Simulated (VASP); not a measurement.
Write the native input for VASP 6.6.1 that does the following.

| Item | Value |
| --- | --- |
| Task | relaxation of cell and atoms |
| Functional | PBEsol |
| Potentials or basis | VASP PAW PBE potentials, release 64 (Mg, Bi_d, Sb) |
| Cutoff | 600 eV |
| k mesh | 6 × 6 × 6 |
| Occupations | gaussian, width 0.03 eV |
| Spin | no spin polarisation |
| Further INCAR settings | ALGO = Normal; EDIFF = 1e-06; IBRION = 2; EDIFFG = -0.01; NSW = 90; ISIF = 3 |

The structure of Mg9Bi2Sb4 lies in POSCAR:

```
Mg9Bi2Sb4
1.0
    0.0000000000      0.0000000000      7.2860049400
    6.9128536700      3.9911379200      0.0000000000
   -6.9128536700      3.9911379200      0.0000000000
Mg Bi Sb
9 2 4
Direct
    0.6300000000      0.3333333300      0.3333333300
    0.6300000000      0.6666666700      0.0000000000
    0.6300000000      0.0000000000      0.6666666700
    0.3700000000      0.3333333300      0.0000000000
    0.3700000000      0.6666666700      0.6666666700
    0.3700000000      0.0000000000      0.3333333300
    0.0000000000      0.0000000000      0.0000000000
    0.0000000000      0.3333333300      0.6666666700
    0.0000000000      0.6666666700      0.3333333300
    0.2350000000      0.3333333300      0.3333333300
    0.7650000000      0.3333333300      0.0000000000
    0.2350000000      0.6666666700      0.0000000000
    0.2350000000      0.0000000000      0.6666666700
    0.7650000000      0.6666666700      0.6666666700
    0.7650000000      0.0000000000      0.3333333300
```

These files were run (other wordings do the same):

INCAR

```
SYSTEM = Mg9Bi2Sb4
ALGO = Normal
EDIFF = 1E-6
EDIFFG = -0.01
ENCUT = 600
GGA = PS
IBRION = 2
ISIF = 3
ISMEAR = 0
LASPH = .TRUE.
LCHARG = .FALSE.
LREAL = .FALSE.
LUSENCCL = .FALSE.
LWAVE = .FALSE.
NELM = 80
NSW = 90
PREC = Accurate
SIGMA = 0.03
```

KPOINTS

```
k-points
0
G
  6 6 6
  0 0 0
```

Potentials or basis: VASP PAW PBE potentials, release 64 (Mg, Bi_d, Sb).

The run is started by

```sh
$ cat potpaw_PBE.64/Mg/POTCAR potpaw_PBE.64/Bi_d/POTCAR potpaw_PBE.64/Sb/POTCAR > POTCAR
$ mpirun -np 1 vasp_std > vasp.out
```

Results of the run:

The relaxed volume is 26.37 Å³/atom and the relaxed cell is a = 7.241 Å, b = 7.944 Å, c = 7.940 Å, α = 119.98°, β = 90.01°, γ = 90.00°. The space group after relaxing (to 0.1 Å) is C2/m (No. 12), the energy gained by relaxing is 13.2 meV/atom and the ionic steps are 17. The pressure after relaxing is 0.0 GPa and the largest force after relaxing is 0.006 eV/Å. The band gap on the k mesh is 0.08 eV (least direct gap 0.19 eV).

Caveat: the PAW data sets were made with another functional, which shifts forces and pressure a little; spin-orbit coupling is left out, which moves the levels of the heavy elements.

Wall time 100 min on 1 × NVIDIA H100 80GB with 1 thread of AMD EPYC 7R13 Processor (Zen 3), with other jobs on the host, peak memory 2.3 GiB.
